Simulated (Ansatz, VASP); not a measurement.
## KF: VASP beside Ansatz

```xyz
2
Lattice="0.0000 2.6735 2.6735 2.6735 0.0000 2.6735 2.6735 2.6735 0.0000" Properties=species:S:1:pos:R:3 pbc="T T T"
K     0.0000    0.0000    0.0000
F     2.7985    2.6735    2.6735
```

Change from the starting cell: all F atoms moved +0.125 Å, as atom 2 along Cartesian [1 0 0].

Alike in both runs: task single point; functional r2SCAN; k mesh 8 × 8 × 8; occupations gaussian, width 0.05 eV; no spin polarisation.

|  | VASP | Ansatz |
| --- | --- | --- |
| version | VASP 6.6.1 | Ansatz 0.2.0 |
| potentials or method | VASP PAW PBE potentials, release 64 (K_sv, F), cutoff 520 eV | scalar-relativistic, plane waves, PAW |
| valence electrons in the cell | 16 | 16 |

|  | VASP | Ansatz | Ansatz less VASP |
| --- | --- | --- | --- |
| gap on the k mesh at the Fermi level (eV) | 6.82 | 6.82 | +0.001 |
| least direct gap on the mesh (eV) | 6.82 | 6.82 | +0.001 |
| pressure (GPa) | -0.3 | -0.3 | +0.03 |
| traceless stress, the component that is largest in VASP (GPa) | 0.59 | 0.57 | -0.023 |
| rms of the force components (eV/Å) | 0.131 | 0.126 | -0.0048 |

VASP's potentials were made for PBE, not for r2SCAN. Atom by atom the forces differ by 0.005 eV/Å (rms over components). With one functional, cell and mesh, what is left measures potentials, basis and numerics.
